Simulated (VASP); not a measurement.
# Rb (Im-3m) in VASP: a series of runs

The runs below take Rb through single point, relaxation of cell and atoms, with PBEsol, PBE+D3(BJ).

Program: VASP 6.6.1. These are calculated values, not measurements. Logs are shortened: lines on timing, memory, paths and dates and some standing lists are left out, and cuts for length are marked.

### 1 The cell of the first run

Symmetry: Im-3m, No. 229, cubic system. The conventional cell has a = 4.947 Å, b = 4.947 Å, c = 4.947 Å, α = 90.00°, β = 90.00°, γ = 90.00°. Within 5.6 Å of Rb (site symmetry m-3m) lie 14 Rb at 4.28 to 4.95 Å.

### 2 Single point, PBEsol

Contents of INCAR:

```
SYSTEM = Rb
ALGO = Normal
EDIFF = 1E-6
ENCUT = 520
GGA = PS
ISIF = 2
ISMEAR = -1
LASPH = .True.
LCHARG = .True.
LELF = .True.
LREAL = .False.
LVHAR = .True.
LWAVE = .False.
NBANDS = 10
NELM = 100
PREC = Accurate
SIGMA = 0.05
```

Contents of KPOINTS:

```
k-points
0
Gamma
  7 7 7
  0 0 0
```

Contents of POSCAR:

```
Rb
1.0
   -2.4733167984      2.4733167984      2.4733167984
    2.4733167984     -2.4733167984      2.4733167984
    2.4733167984      2.4733167984     -2.4733167984
Rb
1
Direct
    0.0000000000      0.0000000000      0.0000000000
```

Potentials or basis: VASP PAW PBE potentials, release 64 (Rb_sv).

The run is started by

```sh
$ cat potpaw_PBE.64/Rb_sv/POTCAR > POTCAR
$ mpirun -np 1 vasp_std > vasp.out
```

OUTCAR:

```text
SYSTEM = Rb
   EDIFF = 1E-6
   ENCUT = 520
   GGA = PS
   ISIF = 2
   ISMEAR = -1
   LASPH = .True.
   LREAL = .False.
   NELM = 100
   PREC = Accurate

 ion  position               nearest neighbor table
   1  0.000  0.000  0.000-

  LATTYP: Found a body centered cubic cell.
 ALAT       =     4.9466335968

  Lattice vectors:

 A1 = (  -2.4733167984,   2.4733167984,   2.4733167984)
 A2 = (   2.4733167984,  -2.4733167984,   2.4733167984)
 A3 = (   2.4733167984,   2.4733167984,  -2.4733167984)

Analysis of symmetry for initial positions (statically):
=====================================================================
 Subroutine PRICEL returns:
 Original cell was already a primitive cell.

 Routine SETGRP: Setting up the symmetry group for a
 body centered cubic supercell.

 Subroutine GETGRP returns: Found 48 space group operations
 (whereof 48 operations were pure point group operations)
 out of a pool of 48 trial point group operations.

The static configuration has the point symmetry O_h .

Analysis of symmetry for dynamics (positions and initial velocities):
=====================================================================
 Subroutine PRICEL returns:
 Original cell was already a primitive cell.

 Routine SETGRP: Setting up the symmetry group for a
 body centered cubic supercell.

 Subroutine GETGRP returns: Found 48 space group operations
 (whereof 48 operations were pure point group operations)
 out of a pool of 48 trial point group operations.

The dynamic configuration has the point symmetry O_h .

 Subroutine INISYM returns: Found 48 space group operations
 (whereof 48 operations are pure point group operations),
 and found     1 'primitive' translations

----------------------------------------------------------------------------------------

                                     Primitive cell

  volume of cell :      60.5200

  direct lattice vectors                    reciprocal lattice vectors
    -2.473316798  2.473316798  2.473316798     0.000000000  0.202157686  0.202157686
     2.473316798 -2.473316798  2.473316798     0.202157686  0.000000000  0.202157686
     2.473316798  2.473316798 -2.473316798     0.202157686  0.202157686  0.000000000

  length of vectors
     4.283910358  4.283910358  4.283910358     0.285894141  0.285894141  0.285894141

  position of ions in fractional coordinates (direct lattice)
     0.000000000  0.000000000  0.000000000

  ion indices of the primitive-cell ions
   primitive index   ion index
                 1           1

----------------------------------------------------------------------------------------

 KPOINTS: k-points

Automatic generation of k-mesh.
 Grid dimensions read from file:
 generate k-points for:    7    7    7

 Generating k-lattice:

  Cartesian coordinates                     Fractional coordinates (reciprocal lattice)
     0.000000000  0.028879669  0.028879669     0.142857143  0.000000000  0.000000000
     0.028879669  0.000000000  0.028879669     0.000000000  0.142857143  0.000000000
     0.028879669  0.028879669  0.000000000     0.000000000  0.000000000  0.142857143

  Length of vectors
     0.040842020  0.040842020  0.040842020

  Shift w.r.t. Gamma in fractional coordinates (k-lattice)
     0.000000000  0.000000000  0.000000000

 Subroutine IBZKPT returns following result:
 ===========================================

 Found     20 irreducible k-points:

 Following reciprocal coordinates:
            Coordinates               Weight
  0.000000  0.000000  0.000000      1.000000
  0.142857  0.000000  0.000000     12.000000
  0.285714  0.000000  0.000000     12.000000
  0.428571  0.000000  0.000000     12.000000
  0.142857  0.142857  0.000000     24.000000
  0.285714  0.142857  0.000000     48.000000
[... 12 lines left out ...]
 -0.428571 -0.428571  0.285714      8.000000
 -0.428571  0.428571  0.428571      6.000000
   k-points           NKPTS =     20   k-points in BZ     NKDIM =     20   number of bands    NBANDS=     10
   number of dos      NEDOS =    301   number of ions     NIONS =      1
   total plane-waves  NPLWV =  32768
   dimension x,y,z NGX =    32 NGY =   32 NGZ =   32
   dimension x,y,z NGXF=    64 NGYF=   64 NGZF=   64
   ions per type =               1
   NGX,Y,Z   is equivalent  to a cutoff of  12.42, 12.42, 12.42 a.u.
   NGXF,Y,Z  is equivalent  to a cutoff of  24.84, 24.84, 24.84 a.u.
 SYSTEM =  Rb
   PREC   = accura    normal or accurate (medium, high low for compatibility)
   ISTART =      0    job   : 0-new  1-cont  2-samecut
   ICHARG =      2    charge: 1-file 2-atom 10-const
   ISPIN  =      1    spin polarized calculation?
   LNONCOLLINEAR =      F non collinear calculations
   LSORBIT =      F    spin-orbit coupling
   LASPH  =      T    aspherical Exc in radial PAW
   ENCUT  =  520.0 eV  38.22 Ry    6.18 a.u.   7.97  7.97  7.97*2*pi/ulx,y,z
   NELM   =    100;   NELMIN=  2; NELMDL= -5     # of ELM steps
   EDIFF  = 0.1E-05   stopping-criterion for ELM
   LREAL  =      F    real-space projection
   EDIFFG = 0.1E-04   stopping-criterion for IOM
   NSW    =      0    number of steps for IOM
   IBRION =     -1    ionic relax: 0-MD 1-quasi-New 2-CG
   NFREE  =      0    steps in history (QN), initial steepest desc. (CG)
   ISIF   =      2    stress and relaxation
   ISYM   =      2    0-nonsym 1-usesym 2-fastsym
   POTIM  = 0.5000    time-step for ionic-motion
   TEBEG  =    0.0;   TEEND  =   0.0 temperature during run
   PSTRESS=    0.0 pullay stress
   NELECT =       9.0000    total number of electrons
   NUPDOWN=      -1.0000    fix difference up-down
   EMIN   =  10.00;   EMAX   =-10.00  energy-range for DOS
   EFERMI =   0.00;   METHOD = LEGACY
   ISMEAR =    -1;   SIGMA  =   0.05  broadening in eV -4-tet -1-fermi 0-gaus
   EFERMI_NEDOS =   21; number of points for ismear=-14 and -15
   IALGO  =     38    algorithm
   IMIX   =      4    mixing-type and parameters
     AMIX     =   0.40;   BMIX     =  1.00
     AMIX_MAG =   1.60;   BMIX_MAG =  1.00
  volume/ion in A,a.u.               =      60.52       408.41
  Fermi-wavevector in a.u.,A,eV,Ry     =   0.867340  1.639034 10.235367  0.752278
  Thomas-Fermi vector in A             =   1.985860
   LORBIT       =      0    0 simple, 1 ext, 2 COOP (PROOUT), +10 PAW based schemes
   GGA     = PS    functional components
   LHFCALC =     F    Hartree Fock is set to
   AEXX    =    0.0000 exact exchange contribution
   IVDW    =     0    specifies the selected vdW correction
   LEPSILON=     F    determine dielectric tensor
   LRPA    =     F    only Hartree local field effects (RPA)
 non-spin polarized calculation
  energy-cutoff  :      520.00
  volume of cell :       60.52
 maximum number of plane-waves:      1642
   NGX = 15   NGY = 15   NGZ = 15

 number of electron       9.0000000 magnetization

 Free energy of the ion-electron system (eV)
  ---------------------------------------------------
  ext. energy  EPLUGINS =         0.00000000
  ---------------------------------------------------
  free energy    TOTEN  =        -0.90956584 eV

  energy without entropy =       -0.90126523  energy(sigma->0) =       -0.90541553

 E-fermi :   1.0712     XC(G=0):  -6.6523

 val. band max:        1.0486895673   @ k =  -0.2857   0.4286   0.1429
 cond. band min:       1.1517506700   @ k =  -0.4286   0.4286   0.1429
 fundamental gap:      0.1030611027
 Fermi energy:         1.0711705935

 k-point     1 :       0.0000    0.0000    0.0000
  band No.  band energies     occupation
      1     -27.6878      2.00000
      2     -11.6389      2.00000
      3     -11.6389      2.00000
      4     -11.6389      2.00000
      5      -1.5030      2.00000
      6       5.0533      0.00000
      7       5.0533      0.00000
      8       5.0533      0.00000
      9       6.3501      0.00000
     10       6.3501      0.00000

 k-point     2 :       0.1429    0.0000    0.0000
  band No.  band energies     occupation
      1     -27.6826      2.00000
      2     -11.7120      2.00000
      3     -11.6604      2.00000
      4     -11.6395      2.00000
      5      -1.1481      2.00000
      6       4.5609      0.00000
      7       4.6573      0.00000
      8       5.4123      0.00000
      9       5.9874      0.00000
     10       6.2644      0.00000

 k-point     3 :       0.2857    0.0000    0.0000
  band No.  band energies     occupation
      1     -27.6708      2.00000
      2     -11.8687      2.00000
      3     -11.7083      2.00000
      4     -11.6410      2.00000
      5      -0.2175      2.00000
      6       3.3917      0.00000
      7       4.0296      0.00000
      8       6.2327      0.00000
      9       6.3325      0.00000
     10       6.4519      0.00000

 k-point     4 :       0.4286    0.0000    0.0000
  band No.  band energies     occupation
      1     -27.6613      2.00000
      2     -11.9875      2.00000
      3     -11.7460      2.00000
      4     -11.6422      2.00000
      5       0.8552      1.97372
      6       2.4967      0.00000
      7       3.6532      0.00000
      8       6.2683      0.00000
      9       6.8459      0.00000
     10       7.8981      0.00000
[... 170 lines left out ...]
 k-point    18 :      -0.4286    0.4286    0.2857
  band No.  band energies     occupation
      1     -27.6487      2.00000
      2     -11.9209      2.00000
      3     -11.8282      2.00000
      4     -11.7957      2.00000
      5       1.6823      0.00001
      6       2.3049      0.00000
      7       4.3470      0.00000
      8       4.6612      0.00000
      9       5.9390      0.00000
     10       7.7626      0.00000

 k-point    19 :      -0.4286   -0.4286    0.2857
  band No.  band energies     occupation
      1     -27.6450      2.00000
      2     -11.8944      2.00000
      3     -11.8944      2.00000
      4     -11.8038      2.00000
      5       2.0537      0.00000
      6       2.0537      0.00000
      7       3.9386      0.00000
      8       5.6685      0.00000
      9       5.6685      0.00000
     10       7.9087      0.00000

 k-point    20 :      -0.4286    0.4286    0.4286
  band No.  band energies     occupation
      1     -27.6416      2.00000
      2     -11.8871      2.00000
      3     -11.8727      2.00000
      4     -11.8727      2.00000
      5       1.8761      0.00000
      6       2.0093      0.00000
      7       5.2629      0.00000
      8       5.3449      0.00000
      9       5.3449      0.00000
     10       7.9809      0.00000

------------------------ aborting loop because EDIFF is reached ----------------------------------------

  FORCE on cell =-STRESS in cart. coord.  units (eV):
  Direction    XX          YY          ZZ          XY          YZ          ZX
  --------------------------------------------------------------------------------------
  -------------------------------------------------------------------------------------
  Total        0.7520267      0.7520267      0.7520267     -0.0000000     -0.0000000      0.0000000
  in kB       19.9087794     19.9087794     19.9087794     -0.0000000     -0.0000000      0.0000000
  external PRESSURE =      19.9087794 kB  Pullay stress =       0.0000000 kB

 VOLUME and BASIS-vectors are now :
 -----------------------------------------------------------------------------
  energy-cutoff  :      520.00
  volume of cell :       60.52
      direct lattice vectors                 reciprocal lattice vectors
    -2.473316798  2.473316798  2.473316798     0.000000000  0.202157686  0.202157686
     2.473316798 -2.473316798  2.473316798     0.202157686  0.000000000  0.202157686
     2.473316798  2.473316798 -2.473316798     0.202157686  0.202157686  0.000000000

 POSITION                                       TOTAL-FORCE (eV/Angst)
 -----------------------------------------------------------------------------------
      0.00000      0.00000      0.00000         0.000000      0.000000     -0.000000
 -----------------------------------------------------------------------------------
    total drift:                                0.000000      0.000000     -0.000000

  FREE ENERGIE OF THE ION-ELECTRON SYSTEM (eV)
  ---------------------------------------------------
  free  energy   TOTEN  =        -0.9095658405 eV

  energy  without entropy=       -0.9012652279  energy(sigma->0) =       -0.90541553
```

Run time: 15 s. Hardware: 1 thread of Intel Xeon 8259CL, shared host; peak memory 0.17 GiB.

Results:

* Free energy: -0.9096 eV
* Pressure: 2.0 GPa
* Band gap on the k mesh: zero (an odd number of electrons rules out a gap without spin polarisation)

Caveat: the PAW data sets were made with another functional, which shifts forces and pressure a little.

### 3 Single point, PBEsol

This run uses another cell than the first one, of 86.05 Å³/atom.

Contents of INCAR:

```
PREC = Accurate
ENCUT = 520
EDIFF = 1E-6
ISMEAR = -1
SIGMA = 0.05
LREAL = False
LASPH = True
NELM = 80
ALGO = Normal
ISIF = 2
LWAVE = False
LCHARG = False
GGA = PS
NBANDS = 10
```

Contents of KPOINTS:

```
Automatic mesh
0
Gamma
  7 7 7
```

Contents of POSCAR:

```
Rb
1.0
   -2.7811980792      2.7811980792      2.7811980792
    2.7811980792     -2.7811980792      2.7811980792
    2.7811980792      2.7811980792     -2.7811980792
Rb
1
Direct
    0.0000000000      0.0000000000      0.0000000000
```

Potentials or basis: VASP PAW PBE potentials, release 64 (Rb_sv).

The run is started by

```sh
$ cat potpaw_PBE.64/Rb_sv/POTCAR > POTCAR
$ mpirun -np 1 vasp_std > vasp.out
```

OUTCAR:

```text
PREC = Accurate
   ENCUT = 520
   EDIFF = 1E-6
   ISMEAR = -1
   LREAL = False
   LASPH = True
   NELM = 80
   ISIF = 2
   GGA = PS

 ion  position               nearest neighbor table
   1  0.000  0.000  0.000-

  LATTYP: Found a body centered cubic cell.
 ALAT       =     5.5623961584

  Lattice vectors:

 A1 = (  -2.7811980792,   2.7811980792,   2.7811980792)
 A2 = (   2.7811980792,  -2.7811980792,   2.7811980792)
 A3 = (   2.7811980792,   2.7811980792,  -2.7811980792)

Analysis of symmetry for initial positions (statically):
=====================================================================
 Subroutine PRICEL returns:
 Original cell was already a primitive cell.

 Routine SETGRP: Setting up the symmetry group for a
 body centered cubic supercell.

 Subroutine GETGRP returns: Found 48 space group operations
 (whereof 48 operations were pure point group operations)
 out of a pool of 48 trial point group operations.

The static configuration has the point symmetry O_h .

Analysis of symmetry for dynamics (positions and initial velocities):
=====================================================================
 Subroutine PRICEL returns:
 Original cell was already a primitive cell.

 Routine SETGRP: Setting up the symmetry group for a
 body centered cubic supercell.

 Subroutine GETGRP returns: Found 48 space group operations
 (whereof 48 operations were pure point group operations)
 out of a pool of 48 trial point group operations.

The dynamic configuration has the point symmetry O_h .

 Subroutine INISYM returns: Found 48 space group operations
 (whereof 48 operations are pure point group operations),
 and found     1 'primitive' translations

----------------------------------------------------------------------------------------

                                     Primitive cell
[... 105 lines left out ...]
  volume/ion in A,a.u.               =      86.05       580.70
  Fermi-wavevector in a.u.,A,eV,Ry     =   0.771324  1.457592  8.094669  0.594941
  Thomas-Fermi vector in A             =   1.872718
   LORBIT       =      0    0 simple, 1 ext, 2 COOP (PROOUT), +10 PAW based schemes
   GGA     = PS    functional components
   LHFCALC =     F    Hartree Fock is set to
   AEXX    =    0.0000 exact exchange contribution
   IVDW    =     0    specifies the selected vdW correction
   LEPSILON=     F    determine dielectric tensor
   LRPA    =     F    only Hartree local field effects (RPA)
 non-spin polarized calculation
  energy-cutoff  :      520.00
  volume of cell :       86.05
 maximum number of plane-waves:      2344
   NGX = 17   NGY = 17   NGZ = 17

 number of electron       9.0000000 magnetization

 Free energy of the ion-electron system (eV)
  ---------------------------------------------------
  ext. energy  EPLUGINS =         0.00000000
  ---------------------------------------------------
  free energy    TOTEN  =        -1.03072757 eV

  energy without entropy =       -1.02290703  energy(sigma->0) =       -1.02681730

 E-fermi :   0.0622     XC(G=0):  -5.6619

 val. band max:        0.0148031002   @ k =  -0.2857   0.4286   0.1429
 cond. band min:       0.1706704990   @ k =  -0.4286   0.4286   0.1429
 fundamental gap:      0.1558673988
 Fermi energy:         0.0622321021

 k-point     1 :       0.0000    0.0000    0.0000
  band No.  band energies     occupation
      1     -28.7561      2.00000
      2     -12.7969      2.00000
      3     -12.7969      2.00000
      4     -12.7969      2.00000
      5      -1.9797      2.00000
      6       3.8027      0.00000
      7       3.8027      0.00000
      8       3.8027      0.00000
      9       4.7883      0.00000
     10       4.7883      0.00000
[... 235 lines left out ...]
 k-point    20 :      -0.4286    0.4286    0.4286
  band No.  band energies     occupation
      1     -28.7467      2.00000
      2     -12.8798      2.00000
      3     -12.8759      2.00000
      4     -12.8759      2.00000
      5       1.1443      0.00000
      6       1.3892      0.00000
      7       3.2641      0.00000
      8       3.3840      0.00000
      9       3.3840      0.00000
     10       5.7395      0.00000

------------------------ aborting loop because EDIFF is reached ----------------------------------------

  FORCE on cell =-STRESS in cart. coord.  units (eV):
  Direction    XX          YY          ZZ          XY          YZ          ZX
  --------------------------------------------------------------------------------------
  -------------------------------------------------------------------------------------
  Total        0.0014931      0.0014931      0.0014931      0.0000000     -0.0000000      0.0000000
  in kB        0.0277994      0.0277994      0.0277994      0.0000000     -0.0000000      0.0000000
  external PRESSURE =       0.0277994 kB  Pullay stress =       0.0000000 kB

 VOLUME and BASIS-vectors are now :
 -----------------------------------------------------------------------------
  energy-cutoff  :      520.00
  volume of cell :       86.05
      direct lattice vectors                 reciprocal lattice vectors
    -2.781198079  2.781198079  2.781198079     0.000000000  0.179778637  0.179778637
     2.781198079 -2.781198079  2.781198079     0.179778637  0.000000000  0.179778637
     2.781198079  2.781198079 -2.781198079     0.179778637  0.179778637  0.000000000

 POSITION                                       TOTAL-FORCE (eV/Angst)
 -----------------------------------------------------------------------------------
      0.00000      0.00000      0.00000         0.000000     -0.000000      0.000000
 -----------------------------------------------------------------------------------
    total drift:                               -0.000000      0.000000      0.000000

  FREE ENERGIE OF THE ION-ELECTRON SYSTEM (eV)
  ---------------------------------------------------
  free  energy   TOTEN  =        -1.0307275670 eV

  energy  without entropy=       -1.0229070281  energy(sigma->0) =       -1.02681730
```

OSZICAR:

```text
N       E                     dE             d eps       ncg     rms          rms(c)
DAV:   1     0.414045860967E+02    0.41405E+02   -0.32524E+03   400   0.644E+02
DAV:   2     0.165097514615E+01   -0.39754E+02   -0.38977E+02   438   0.128E+02
DAV:   3    -0.937106237635E+00   -0.25881E+01   -0.25825E+01   534   0.323E+01
DAV:   4    -0.102923865658E+01   -0.92132E-01   -0.91969E-01   558   0.538E+00
DAV:   5    -0.103104753157E+01   -0.18089E-02   -0.18088E-02   546   0.647E-01    0.119E+00
DAV:   6    -0.103046614774E+01    0.58138E-03   -0.27568E-03   538   0.283E-01    0.724E-01
DAV:   7    -0.103064350261E+01   -0.17735E-03   -0.38879E-03   554   0.350E-01    0.578E-02
DAV:   8    -0.103071916228E+01   -0.75660E-04   -0.15180E-04   466   0.105E-01    0.180E-02
DAV:   9    -0.103072781368E+01   -0.86514E-05   -0.12021E-05   544   0.254E-02    0.565E-03
DAV:  10    -0.103072756700E+01    0.24668E-06   -0.35998E-06   466   0.109E-02
   1 F= -.10307276E+01 E0= -.10268173E+01  d E =-.782054E-02
```

Run time: 19 s. Hardware: 1 thread of Intel Xeon 8259CL, shared host; peak memory 0.2 GiB.

Results:

```
Free energy            : -1.0307 eV
Pressure               : 0.0 GPa
Band gap on the k mesh : zero (an odd number of electrons rules out a gap without spin polarisation)
```

Caveat: the PAW data sets were made with another functional, which shifts forces and pressure a little.

[end of part 1 of 2]
